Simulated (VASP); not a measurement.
A run of VASP 6.6.1 is set up as follows.

Contents of INCAR:

```
SYSTEM = Hf
PREC = Accurate
ENCUT = 520
EDIFF = 1E-6
ISMEAR = -1
SIGMA = 0.1
LREAL = .FALSE.
LASPH = .TRUE.
NELM = 100
ALGO = Normal
ISIF = 2
LWAVE = .FALSE.
LCHARG = .FALSE.
GGA = B5
ALDAX = 1.0
AGGAX = 1.0
AGGAC = 1.0
ALDAC = 0.0
NBANDS = 11
```

File KPOINTS:

```
regular mesh
0
G
  12 12 12
  0 0 0
```

POSCAR

```
Hf
1.0
    2.9555014802      0.0000000000      0.0000000000
    0.0000000000      2.9555014802      0.0000000000
    0.0000000000      0.0000000000      2.9555014802
Hf
1
Direct
    0.0000000000      0.0000000000      0.0000000000
```

Potentials or basis: VASP PAW PBE potentials, release 64 (Hf_pv).

The run is started by

```bash
$ cat potpaw_PBE.64/Hf_pv/POTCAR > POTCAR
$ mpirun -np 1 vasp_std > vasp.out
```

(1) Estimate the band gap on the k mesh.

(2) What does it give for the pressure?

Results:

(1) zero (band 5 reaches 4.92 eV, above the bottom of band 6 at 2.67 eV).

(2) 0.1 GPa.

Caveat: the PAW data sets were made with another functional, which shifts forces and pressure a little; spin-orbit coupling is left out, which moves the levels of the heavy elements.
